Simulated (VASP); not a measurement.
Input of a VASP 6.6.1 run:

File POSCAR:

```
Na
1.0
   -2.1125000000      2.1125000000      2.1125000000
    2.1125000000     -2.1125000000      2.1125000000
    2.1125000000      2.1125000000     -2.1125000000
Na
1
Direct
    0.0000000000      0.0000000000      0.0000000000
```

File INCAR.step1:

```
  ALGO = Normal
  EDIFF = 1E-4
  ENCUT = 520
  GGA = PE
  ISMEAR = -1
  LASPH = True
  LCHARG = False
  LREAL = False
  LWAVE = True
  NBANDS = 10
  NELM = 60
  PREC = Accurate
  SIGMA = 0.1
```

INCAR.step2

```
  ALGO = Normal
  EDIFF = 1E-7
  ENCUT = 520
  ISIF = 2
  ISMEAR = -1
  ISTART = 1
  LASPH = True
  LCHARG = False
  LMIXTAU = True
  LREAL = False
  LWAVE = False
  METAGGA = R2SCAN
  NBANDS = 10
  NELM = 60
  PREC = Accurate
  SIGMA = 0.1
```

File KPOINTS:

```
k-points
0
Gamma
  4 4 4
```

Potentials or basis: VASP PAW PBE potentials, release 64 (Na_pv).

Command:

```sh
$ cat potpaw_PBE.64/Na_pv/POTCAR > POTCAR
$ cp INCAR.step1 INCAR
$ mpirun -np 1 vasp_std > vasp.out
$ cp INCAR.step2 INCAR
$ mpirun -np 1 vasp_std > vasp.out
```

Problem. Predict the band gap on the k mesh.

Solution. Zero (an odd number of electrons rules out a gap without spin polarisation).

Problem. What does it give for the pressure?

Solution. 0.4 GPa.

Caveat: the k points lie up to 0.53 Å⁻¹ apart, too coarse for converged energies and pressures of a metal; the PAW data sets were made with another functional, which shifts forces and pressure a little.
